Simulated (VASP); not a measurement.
Here is a VASP 6.6.1 calculation.

INCAR

```
SYSTEM = As
  ALGO = Normal
  DIPOL = 0.5 0.5 0.347
  EDIFF = 1E-6
  ENCUT = 520
  GGA = PE
  GGA_COMPAT = .FALSE.
  IDIPOL = 3
  ISIF = 2
  ISMEAR = -1
  LASPH = .TRUE.
  LCHARG = .FALSE.
  LDIPOL = .TRUE.
  LREAL = .FALSE.
  LWAVE = .FALSE.
  NBANDS = 22
  NELM = 120
  NELMDL = -8
  PREC = Accurate
  SIGMA = 0.02
```

The input KPOINTS:

```
k-points
0
G
  12 12 1
  0 0 0
```

The input POSCAR:

```
As
1.0
    3.5749087740      0.0000000000      0.0000000000
   -1.7874543870      3.0650021964      0.0000000000
    0.0000000000      0.0000000000     26.4156438000
As
2
Direct
    0.3330443001      0.6660886002      0.3205320536
    0.6669556999      0.3339113998      0.3725353590
```

Potentials or basis: VASP PAW PBE potentials, release 64 (As_d).

Command:

```sh
$ cat potpaw_PBE.64/As_d/POTCAR > POTCAR
$ mpirun -np 1 vasp_std > vasp.out
```

Problem. Predict the largest force.

Solution. 0.431 eV/Å.

Problem. Estimate the band gap on the k mesh.

Solution. 1.53 eV (least direct gap 2.08 eV).

Forces on the atoms (eV/Å):
```
As   0.000 -0.011 -0.431
As   0.000  0.011  0.431
```

Caveat: the cell differs from its parent crystal (uniaxial y strain -1.0%).
